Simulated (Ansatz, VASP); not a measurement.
**TiTe2: VASP beside Ansatz**

```xyz
3
Lattice="1.8801 1.0855 6.8152 -1.8801 1.0855 6.8152 0.0000 -2.1709 6.8152" Properties=species:S:1:pos:R:3 pbc="T T T"
Ti    0.0000    0.0000   -0.0062
Te    0.0000    0.0000    8.5694
Te    0.0000    0.0000    5.0672
```

Alike in both runs: task single point; functional PBE; k mesh 6 × 6 × 6; occupations fermi-dirac, width 0.02 eV; collinear spin.

```csv
,VASP,Ansatz
version,VASP 6.6.1,Ansatz 0.2.0
potentials or method,"VASP PAW PBE potentials, release 64 (Ti_sv, Te)",plane waves
plane-wave cutoff (eV),500,420
valence electrons in the cell,24,44
```

```csv
,VASP,Ansatz,Ansatz less VASP
gap on the k mesh at the Fermi level (eV),none,none,-
pressure (GPa),1.0,1.0,+0.03
"traceless stress, the component that is largest in VASP (GPa)",0.30,0.28,-0.025
rms of the force components (eV/Å),0.068,0.061,-0.0066
net moment per atom (μB),0.01,0.02,+0.015
size of the moment on the site where the two differ most (μB),0.01,0.05,+0.032
```

Site moments also hang on the region over which each program counts them. Atom by atom the forces differ by 0.007 eV/Å (rms over components). A gap of «none» marks a metal or a gap that the smearing closes. VASP's potentials hold 24 valence electrons a cell and Ansatz's 44, so a difference there can come from the potentials and not from the codes. Ansatz's warnings: moment headroom below auto, seeded moment not kept.

Neither program's run includes spin-orbit coupling.
